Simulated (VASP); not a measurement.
# AgCl (Pm-3m) in VASP: a series of runs

The runs below take AgCl through electric field gradients, with PBEsol.

Program: VASP 6.6.1. These are calculated values, not measurements. Logs are shortened: lines on timing, memory, paths and dates and some standing lists are left out, and cuts for length are marked.

**1. The cell of the first run**

Symmetry: Pm-3m, No. 221, cubic system. Conventional cell: a = 3.434 Å, b = 3.434 Å, c = 3.434 Å, α = 90.00°, β = 90.00°, γ = 90.00°. Ag (site symmetry m-3m) has 8 Cl at 2.97 Å and 6 Ag at 3.43 Å within 3.9 Å. Within 3.9 Å of Cl (site symmetry m-3m) lie 8 Ag at 2.97 Å and 6 Cl at 3.43 Å.

**2. Electric field gradients, PBEsol**

The input, INCAR:

```
SYSTEM = AgCl
PREC = Accurate
ENCUT = 520
EDIFF = 1E-8
ISMEAR = -1
SIGMA = 0.01
LREAL = .False.
LASPH = .True.
NELM = 60
ALGO = Normal
ISIF = 2
LWAVE = .False.
LCHARG = .False.
GGA = PS
LEFG = .True.
NBANDS = 16
```

The input, KPOINTS:

```
regular mesh
0
Gamma
  9 9 9
  0 0 0
```

The input, POSCAR:

```
AgCl
1.0
    3.4339730000      0.0000000000      0.0000000000
    0.0000000000      3.4339730000      0.0000000000
    0.0000000000      0.0000000000      3.4339730000
Ag Cl
1 1
Direct
    0.0000000000      0.0000000000      0.0000000000
    0.5000000000      0.5000000000      0.5000000000
```

Potentials or basis: VASP PAW PBE potentials, release 64 (Ag, Cl).

Run with:

```bash
$ cat potpaw_PBE.64/Ag/POTCAR potpaw_PBE.64/Cl/POTCAR > POTCAR
$ mpirun -np 1 vasp_std > vasp.out
```

OUTCAR:

```text
SYSTEM = AgCl
   PREC = Accurate
   ENCUT = 520
   EDIFF = 1E-8
   ISMEAR = -1
   LREAL = .False.
   LASPH = .True.
   NELM = 60
   ISIF = 2
   GGA = PS

 ion  position               nearest neighbor table
   1  0.000  0.000  0.000-   2 2.97   2 2.97   2 2.97   2 2.97   2 2.97   2 2.97   2 2.97   2 2.97

   2  0.500  0.500  0.500-   1 2.97   1 2.97   1 2.97   1 2.97   1 2.97   1 2.97   1 2.97   1 2.97

  LATTYP: Found a simple cubic cell.
 ALAT       =     3.4339730000

  Lattice vectors:

 A1 = (   3.4339730000,   0.0000000000,   0.0000000000)
 A2 = (   0.0000000000,   3.4339730000,   0.0000000000)
 A3 = (   0.0000000000,   0.0000000000,   3.4339730000)

Analysis of symmetry for initial positions (statically):
=====================================================================
 Subroutine PRICEL returns:
 Original cell was already a primitive cell.

 Routine SETGRP: Setting up the symmetry group for a
 simple cubic supercell.

 Subroutine GETGRP returns: Found 48 space group operations
 (whereof 48 operations were pure point group operations)
 out of a pool of 48 trial point group operations.

The static configuration has the point symmetry O_h .

Analysis of symmetry for dynamics (positions and initial velocities):
=====================================================================
 Subroutine PRICEL returns:
 Original cell was already a primitive cell.

 Routine SETGRP: Setting up the symmetry group for a
 simple cubic supercell.

 Subroutine GETGRP returns: Found 48 space group operations
 (whereof 48 operations were pure point group operations)
 out of a pool of 48 trial point group operations.

The dynamic configuration has the point symmetry O_h .

 Subroutine INISYM returns: Found 48 space group operations
 (whereof 48 operations are pure point group operations),
 and found     1 'primitive' translations

----------------------------------------------------------------------------------------

                                     Primitive cell

  volume of cell :      40.4940

  direct lattice vectors                    reciprocal lattice vectors
     3.433973000  0.000000000  0.000000000     0.291207881  0.000000000  0.000000000
     0.000000000  3.433973000  0.000000000     0.000000000  0.291207881  0.000000000
     0.000000000  0.000000000  3.433973000     0.000000000  0.000000000  0.291207881

  length of vectors
     3.433973000  3.433973000  3.433973000     0.291207881  0.291207881  0.291207881

  position of ions in fractional coordinates (direct lattice)
     0.000000000  0.000000000  0.000000000
     0.500000000  0.500000000  0.500000000

  ion indices of the primitive-cell ions
   primitive index   ion index
                 1           1
                 2           2

----------------------------------------------------------------------------------------

 KPOINTS: regular mesh

Automatic generation of k-mesh.
 Grid dimensions read from file:
 generate k-points for:    9    9    9

 Generating k-lattice:

  Cartesian coordinates                     Fractional coordinates (reciprocal lattice)
     0.032356431  0.000000000  0.000000000     0.111111111  0.000000000  0.000000000
     0.000000000  0.032356431  0.000000000     0.000000000  0.111111111  0.000000000
     0.000000000  0.000000000  0.032356431     0.000000000  0.000000000  0.111111111

  Length of vectors
     0.032356431  0.032356431  0.032356431

  Shift w.r.t. Gamma in fractional coordinates (k-lattice)
     0.000000000  0.000000000  0.000000000

 Subroutine IBZKPT returns following result:
 ===========================================

 Found     35 irreducible k-points:

 Following reciprocal coordinates:
            Coordinates               Weight
  0.000000  0.000000  0.000000      1.000000
  0.111111  0.000000  0.000000      6.000000
  0.222222  0.000000  0.000000      6.000000
  0.333333  0.000000  0.000000      6.000000
  0.444444  0.000000  0.000000      6.000000
  0.111111  0.111111  0.000000     12.000000
[... 16 lines left out ...]
  0.333333  0.333333  0.111111     24.000000
  0.444444  0.333333  0.111111     48.000000
 [... further k-points ...]
   k-points           NKPTS =     35   k-points in BZ     NKDIM =     35   number of bands    NBANDS=     16
   number of dos      NEDOS =    301   number of ions     NIONS =      2
   total plane-waves  NPLWV =  21952
   dimension x,y,z NGX =    28 NGY =   28 NGZ =   28
   dimension x,y,z NGXF=    56 NGYF=   56 NGZF=   56
   ions per type =               1   1
   NGX,Y,Z   is equivalent  to a cutoff of  13.56, 13.56, 13.56 a.u.
   NGXF,Y,Z  is equivalent  to a cutoff of  27.11, 27.11, 27.11 a.u.
 SYSTEM =  AgCl
   PREC   = accura    normal or accurate (medium, high low for compatibility)
   ISTART =      0    job   : 0-new  1-cont  2-samecut
   ICHARG =      2    charge: 1-file 2-atom 10-const
   ISPIN  =      1    spin polarized calculation?
   LNONCOLLINEAR =      F non collinear calculations
   LSORBIT =      F    spin-orbit coupling
   LASPH  =      T    aspherical Exc in radial PAW
   ENCUT  =  520.0 eV  38.22 Ry    6.18 a.u.   6.38  6.38  6.38*2*pi/ulx,y,z
   NELM   =     60;   NELMIN=  2; NELMDL= -5     # of ELM steps
   EDIFF  = 0.1E-07   stopping-criterion for ELM
   LREAL  =      F    real-space projection
   EDIFFG = 0.1E-06   stopping-criterion for IOM
   NSW    =      0    number of steps for IOM
   IBRION =     -1    ionic relax: 0-MD 1-quasi-New 2-CG
   NFREE  =      0    steps in history (QN), initial steepest desc. (CG)
   ISIF   =      2    stress and relaxation
   ISYM   =      2    0-nonsym 1-usesym 2-fastsym
   POTIM  = 0.5000    time-step for ionic-motion
   TEBEG  =    0.0;   TEEND  =   0.0 temperature during run
   PSTRESS=    0.0 pullay stress
   NELECT =      18.0000    total number of electrons
   NUPDOWN=      -1.0000    fix difference up-down
   EMIN   =  10.00;   EMAX   =-10.00  energy-range for DOS
   EFERMI =   0.00;   METHOD = LEGACY
   ISMEAR =    -1;   SIGMA  =   0.01  broadening in eV -4-tet -1-fermi 0-gaus
   EFERMI_NEDOS =   21; number of points for ismear=-14 and -15
   IALGO  =     38    algorithm
   IMIX   =      4    mixing-type and parameters
     AMIX     =   0.40;   BMIX     =  1.00
     AMIX_MAG =   1.60;   BMIX_MAG =  1.00
  volume/ion in A,a.u.               =      20.25       136.63
  Fermi-wavevector in a.u.,A,eV,Ry     =   1.249402  2.361027 21.238760  1.561005
  Thomas-Fermi vector in A             =   2.383444
   LORBIT       =      0    0 simple, 1 ext, 2 COOP (PROOUT), +10 PAW based schemes
   GGA     = PS    functional components
   LHFCALC =     F    Hartree Fock is set to
   AEXX    =    0.0000 exact exchange contribution
   IVDW    =     0    specifies the selected vdW correction
   LEPSILON=     F    determine dielectric tensor
   LRPA    =     F    only Hartree local field effects (RPA)
 non-spin polarized calculation
  energy-cutoff  :      520.00
  volume of cell :       40.49
 maximum number of plane-waves:      1107
 NGX is ok and might be reduce to    28
   NGX = 13   NGY = 13   NGZ = 13

 number of electron      18.0000002 magnetization

 Free energy of the ion-electron system (eV)
  ---------------------------------------------------
  ext. energy  EPLUGINS =         0.00000000
  ---------------------------------------------------
  free energy    TOTEN  =        -5.76476597 eV

  energy without entropy =       -5.76476597  energy(sigma->0) =       -5.76476597

 E-fermi :   4.0092     XC(G=0): -10.6175

 val. band max:        3.7586750602   @ k =   0.4444   0.0000   0.0000
 cond. band min:       4.2005066206   @ k =   0.0000   0.0000   0.0000
 fundamental gap:      0.4418315604
 Fermi energy:         4.0091674751

 k-point     1 :       0.0000    0.0000    0.0000
  band No.  band energies     occupation
      1     -10.7827      2.00000
      2       1.0344      2.00000
      3       1.0344      2.00000
      4       1.9919      2.00000
      5       1.9919      2.00000
      6       1.9919      2.00000
[... 8 lines left out ...]
     15      17.2851      0.00000
     16      20.1718      0.00000
[... 419 lines left out ...]
 k-point    24 :       0.4444    0.3333    0.1111
  band No.  band energies     occupation
      1     -10.0545      2.00000
      2      -0.3208      2.00000
      3       0.2453      2.00000
      4       1.3830      2.00000
      5       1.5513      2.00000
      6       1.7241      2.00000
[... 8 lines left out ...]
     15      17.7582      0.00000
     16      19.6517      0.00000

 [... further k-points ...]

------------------------ aborting loop because EDIFF is reached ----------------------------------------

  FORCE on cell =-STRESS in cart. coord.  units (eV):
  Direction    XX          YY          ZZ          XY          YZ          ZX
  --------------------------------------------------------------------------------------
  -------------------------------------------------------------------------------------
  Total       -1.1863477     -1.1863477     -1.1863477     -0.0000000     -0.0000000      0.0000000
  in kB      -46.9387972    -46.9387972    -46.9387972     -0.0000000     -0.0000000      0.0000000
  external PRESSURE =     -46.9387972 kB  Pullay stress =       0.0000000 kB

 VOLUME and BASIS-vectors are now :
 -----------------------------------------------------------------------------
  energy-cutoff  :      520.00
  volume of cell :       40.49
      direct lattice vectors                 reciprocal lattice vectors
     3.433973000  0.000000000  0.000000000     0.291207881  0.000000000  0.000000000
     0.000000000  3.433973000  0.000000000     0.000000000  0.291207881  0.000000000
     0.000000000  0.000000000  3.433973000     0.000000000  0.000000000  0.291207881

 POSITION                                       TOTAL-FORCE (eV/Angst)
 -----------------------------------------------------------------------------------
      0.00000      0.00000      0.00000         0.000000      0.000000      0.000000
      1.71699      1.71699      1.71699         0.000000      0.000000      0.000000
 -----------------------------------------------------------------------------------
    total drift:                               -0.000000      0.000000      0.000000

  FREE ENERGIE OF THE ION-ELECTRON SYSTEM (eV)
  ---------------------------------------------------
  free  energy   TOTEN  =        -5.7647659701 eV

  energy  without entropy=       -5.7647659701  energy(sigma->0) =       -5.76476597

 Electric field gradients (V/A^2)
---------------------------------------------------------------------
 ion       V_xx      V_yy      V_zz      V_xy      V_xz      V_yz
---------------------------------------------------------------------
   1      -0.000    -0.000     0.000     0.000     0.000     0.000
   2      -0.000    -0.000    -0.000    -0.000     0.000     0.000
---------------------------------------------------------------------

 Electric field gradients after diagonalization (V/A^2)
 (convention: |V_zz| > |V_xx| > |V_yy|)
----------------------------------------------------------------------
 ion       V_xx      V_yy      V_zz     asymmetry (V_yy - V_xx)/ V_zz
----------------------------------------------------------------------
   1       0.000    -0.000    -0.000       1.525
   2      -0.000    -0.000    -0.000      -0.140
----------------------------------------------------------------------

           NMR quadrupolar parameters

 Cq : quadrupolar parameter    Cq=e*Q*V_zz/h
 eta: asymmetry parameters     (V_yy - V_xx)/ V_zz
 Q  : nuclear electric quadrupole moment in mb (millibarn)
----------------------------------------------------------------------
 ion       Cq(MHz)       eta       Q (mb)
----------------------------------------------------------------------
   1      -0.000       1.525       1.000
   2      -0.000      -0.140       1.000
----------------------------------------------------------------------
```

It took 20 s on 1 thread of AMD EPYC 7R13 (Zen 3), shared host; peak memory 0.14 GiB.

Results:

- Free energy: -5.7648 eV
- Pressure: -4.7 GPa
- Band gap on the k mesh: 0.44 eV (least direct gap 1.93 eV)
- Largest electric field gradient by atom: under 0.05 V/Å² on every atom

Caveat: the cell stands under tension; semilocal functionals underestimate gaps, and a narrow one can read as zero; the PAW data sets were made with another functional, which shifts forces and pressure a little; an odd mesh through Γ misses points on the zone boundary, where band edges can lie.

**3. Electric field gradients, PBEsol**

The input, INCAR:

```
  PREC = Accurate
  ENCUT = 520
  EDIFF = 1E-8
  ISMEAR = -1
  SIGMA = 0.01
  LREAL = F
  LASPH = T
  NELM = 100
  ALGO = Normal
  ISIF = 2
  LWAVE = F
  LCHARG = F
  GGA = PS
  LEFG = T
  NBANDS = 16
```

The input, KPOINTS:

```
regular mesh
0
Gamma
  9 9 9
```

POSCAR is that of step 2.

Potentials or basis: VASP PAW PBE potentials, release 64 (Ag, Cl).

Run with:

```bash
$ cat potpaw_PBE.64/Ag/POTCAR potpaw_PBE.64/Cl/POTCAR > POTCAR
$ mpirun -np 1 vasp_std > vasp.out
```

OUTCAR:

```text
PREC = Accurate
   ENCUT = 520
   EDIFF = 1E-8
   ISMEAR = -1
   LREAL = F
   LASPH = T
   NELM = 100
   ISIF = 2
   GGA = PS

 ion  position               nearest neighbor table
   1  0.000  0.000  0.000-   2 2.97   2 2.97   2 2.97   2 2.97   2 2.97   2 2.97   2 2.97   2 2.97

   2  0.500  0.500  0.500-   1 2.97   1 2.97   1 2.97   1 2.97   1 2.97   1 2.97   1 2.97   1 2.97

  LATTYP: Found a simple cubic cell.
 ALAT       =     3.4339730000

  Lattice vectors:

 A1 = (   3.4339730000,   0.0000000000,   0.0000000000)
 A2 = (   0.0000000000,   3.4339730000,   0.0000000000)
 A3 = (   0.0000000000,   0.0000000000,   3.4339730000)

Analysis of symmetry for initial positions (statically):
=====================================================================
 Subroutine PRICEL returns:
 Original cell was already a primitive cell.

 Routine SETGRP: Setting up the symmetry group for a
 simple cubic supercell.

 Subroutine GETGRP returns: Found 48 space group operations
 (whereof 48 operations were pure point group operations)
[... 645 lines left out ...]
     0.000000000  3.433973000  0.000000000     0.000000000  0.291207881  0.000000000
     0.000000000  0.000000000  3.433973000     0.000000000  0.000000000  0.291207881

 POSITION                                       TOTAL-FORCE (eV/Angst)
 -----------------------------------------------------------------------------------
      0.00000      0.00000      0.00000         0.000000      0.000000      0.000000
      1.71699      1.71699      1.71699         0.000000      0.000000      0.000000
 -----------------------------------------------------------------------------------
    total drift:                               -0.000000      0.000000      0.000000

  FREE ENERGIE OF THE ION-ELECTRON SYSTEM (eV)
  ---------------------------------------------------
  free  energy   TOTEN  =        -5.7647659701 eV

  energy  without entropy=       -5.7647659701  energy(sigma->0) =       -5.76476597

 Electric field gradients (V/A^2)
---------------------------------------------------------------------
 ion       V_xx      V_yy      V_zz      V_xy      V_xz      V_yz
---------------------------------------------------------------------
   1      -0.000    -0.000     0.000     0.000     0.000     0.000
   2      -0.000    -0.000    -0.000    -0.000     0.000     0.000
---------------------------------------------------------------------

 Electric field gradients after diagonalization (V/A^2)
 (convention: |V_zz| > |V_xx| > |V_yy|)
----------------------------------------------------------------------
 ion       V_xx      V_yy      V_zz     asymmetry (V_yy - V_xx)/ V_zz
----------------------------------------------------------------------
   1       0.000    -0.000    -0.000       1.525
   2      -0.000    -0.000    -0.000      -0.140
----------------------------------------------------------------------

           NMR quadrupolar parameters

 Cq : quadrupolar parameter    Cq=e*Q*V_zz/h
 eta: asymmetry parameters     (V_yy - V_xx)/ V_zz
 Q  : nuclear electric quadrupole moment in mb (millibarn)
----------------------------------------------------------------------
 ion       Cq(MHz)       eta       Q (mb)
----------------------------------------------------------------------
   1      -0.000       1.525       1.000
   2      -0.000      -0.140       1.000
----------------------------------------------------------------------
```

OSZICAR:

```text
N       E                     dE             d eps       ncg     rms          rms(c)
DAV:   1     0.996535857529E+02    0.99654E+02   -0.86483E+03  1136   0.102E+03
DAV:   2    -0.228768585499E+01   -0.10194E+03   -0.93136E+02  1472   0.223E+02
DAV:   3    -0.601791577063E+01   -0.37302E+01   -0.37218E+01  1320   0.447E+01
DAV:   4    -0.604253226030E+01   -0.24616E-01   -0.24615E-01  1472   0.394E+00
DAV:   5    -0.604282106026E+01   -0.28880E-03   -0.28880E-03  1336   0.415E-01    0.575E+00
DAV:   6    -0.577525273204E+01    0.26757E+00   -0.42306E-01  1360   0.924E+00    0.384E+00
DAV:   7    -0.576907178273E+01    0.61809E-02   -0.10110E-01  1208   0.208E+00    0.202E+00
DAV:   8    -0.576504157093E+01    0.40302E-02   -0.71115E-03  1400   0.822E-01    0.357E-01
DAV:   9    -0.576473692601E+01    0.30464E-03   -0.58500E-04  1440   0.391E-01    0.788E-02
DAV:  10    -0.576476460644E+01   -0.27680E-04   -0.99583E-05  1288   0.974E-02    0.331E-02
DAV:  11    -0.576476602354E+01   -0.14171E-05   -0.12913E-06  1496   0.955E-03    0.207E-03
DAV:  12    -0.576476596056E+01    0.62988E-07   -0.10205E-07  1376   0.306E-03    0.243E-03
DAV:  13    -0.576476597013E+01   -0.95699E-08   -0.33558E-08  1248   0.147E-03
   1 F= -.57647660E+01 E0= -.57647660E+01  d E =-.282153E-11
```

stdout:

```text
POSCAR found type information on POSCAR AgCl
 POSCAR found :  2 types and       2 ions
 scaLAPACK will be used
 -----------------------------------------------------------------------------
|                                                                             |
|                                                                             |
|     You enforced a specific xc type in the INCAR file but a different       |
|     I HOPE YOU KNOW WHAT YOU ARE DOING!                                     |
|                                                                             |
 -----------------------------------------------------------------------------

 LDA part: xc-table for (Slater+PW92), standard interpolation
 POSCAR, INCAR and KPOINTS ok, starting setup
 FFT: planning ... GRIDC
 FFT: planning ... GRID_SOFT
 FFT: planning ... GRID
 WAVECAR not read
 entering main loop
ion   1

ion   2
```

It took 22 s on 1 thread of AMD EPYC 7R13 (Zen 3), shared host; peak memory 0.14 GiB.

Results:

```yaml
Free_energy: -5.7648 eV
Pressure: -4.7 GPa
Band_gap_on_the_k_mesh: 0.44 eV (least direct gap 1.93 eV)
Largest_electric_field_gradient_by_atom: under 0.05 V/Å² on every atom
```

Caveat: the cell stands under tension; semilocal functionals underestimate gaps, and a narrow one can read as zero; the PAW data sets were made with another functional, which shifts forces and pressure a little; an odd mesh through Γ misses points on the zone boundary, where band edges can lie.

(Part 1 of 2 ends here.)
